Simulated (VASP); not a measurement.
The system is Ge.

```
Ge
1.0
     0.00000    2.82891    2.82891
     2.82891    0.00000    2.82891
     2.82891    2.82891    0.00000
Ge
2
Direct
  0.00000 0.00000 0.00000
  0.25000 0.25000 0.25000
```

| Property | Result |
| --- | --- |
| Program | VASP 6.6.1 |
| Task | relaxation of cell and atoms |
| Functional | PBE |
| Potentials or basis | VASP PAW PBE potentials, release 64 (Ge_d) |
| Cutoff | 500 eV |
| k mesh | 14 × 14 × 14 |
| Occupations | gaussian, width 0.1 eV |
| Spin | no spin polarisation |

At the start: pressure 3.5 GPa; volume 22.64 Å³/atom.

**Question.** Where does the relaxation end?

**Answer.** Over 3 steps the energy falls by 12.6 meV/atom and the volume is 23.84 Å³/atom (+5.3 %); space group Fd-3m (No. 227, to 0.1 Å) before and after.

The path:
| step | energy change (eV) | largest force (eV/Å) | pressure (GPa) | volume (Å³) |
| --- | --- | --- | --- | --- |
| 1 | 0.0000 | 0.0000 | 3.49 | 45.28 |
| 2 | -0.0220 | 0.0000 | -1.12 | 48.58 |
| 3 | -0.0251 | 0.0000 | -0.01 | 47.68 |

Final structure:
```
CELL_PARAMETERS angstrom
0.00000 2.87802 2.87802
2.87802 0.00000 2.87802
2.87802 2.87802 0.00000
ATOMIC_POSITIONS crystal
Ge 0.00000 0.00000 0.00000
Ge 0.25000 0.25000 0.25000
```
